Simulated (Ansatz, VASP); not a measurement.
MgS in VASP and in Ansatz

The input POSCAR:

```
MgS
1.0
    0.0000000000      2.7752850422      2.7752850422
    2.7752850422      0.0000000000      2.7752850422
    2.7752850422      2.7752850422      0.0000000000
S Mg
1 1
Direct
    0.2500000000      0.2500000000      0.2500000000
    0.0000000000      0.0000000000      0.0000000000
```

Contents of INCAR.step1:

```
PREC = Accurate ; ENCUT = 660
ISMEAR = -1 ; SIGMA = 0.05
LREAL = F ; LASPH = T
NELM = 120 ; NBANDS = 15
GGA = PE ; ALGO = Normal
EDIFF = 1E-5 ; LWAVE = T
LCHARG = F ; GGA_COMPAT = F
```

INCAR.step2

```
PREC = Accurate ; ENCUT = 660
EDIFF = 1E-6 ; ISMEAR = -1
SIGMA = 0.05 ; LREAL = F
LASPH = T ; NELM = 120
ALGO = Normal ; ISIF = 2
LWAVE = F ; LCHARG = F
METAGGA = R2SCAN ; LMIXTAU = T
NBANDS = 15 ; ISTART = 1
GGA_COMPAT = F
```

Contents of KPOINTS:

```
Automatic mesh
0
Gamma
  8 8 8
```

input.yaml

```yaml
crystal:
  lattice:
    - [0.0, 2.7752850422, 2.7752850422]
    - [2.7752850422, 0.0, 2.7752850422]
    - [2.7752850422, 2.7752850422, 0.0]
  atoms:
    - { symbol: S, position: [0.25, 0.25, 0.25] }
    - { symbol: Mg, position: [0.0, 0.0, 0.0] }
hamiltonian:
  xc: r2scan
  pseudopotentials: { kind: paw }
kpoints:
  mp_grid: { grid: [8, 8, 8] }
scf:
  occupations: { method: fermi_dirac, width: 0.05 }
output:
  forces: true
  stress: true
  eigenvalues: true
```

Alike in both runs: task single point; functional r2SCAN; k mesh 8 × 8 × 8; occupations fermi-dirac, width 0.05 eV; no spin polarisation.

|  | VASP | Ansatz |
| --- | --- | --- |
| version | VASP 6.6.1 | Ansatz 0.2.0 |
| potentials or method | VASP PAW PBE potentials, release 64 (S, Mg_sv) | Ansatz PAW |
| plane-wave cutoff (eV) | 660 | 500 |
| valence electrons in the cell | 16 | 16 |

Ansatz gave:

```
gap on the k mesh at the Fermi level (eV) : 4.27
least direct gap on the mesh (eV)         : 4.47
pressure (GPa)                            : 4.0
```

Estimate VASP's values.

gap on the k mesh at the Fermi level (eV): 4.27; least direct gap on the mesh (eV): 4.47; pressure (GPa): 3.9.

VASP's potentials were made for PBE, not for r2SCAN. The functional is the same, so the differences come from potentials, cutoffs and numerics.
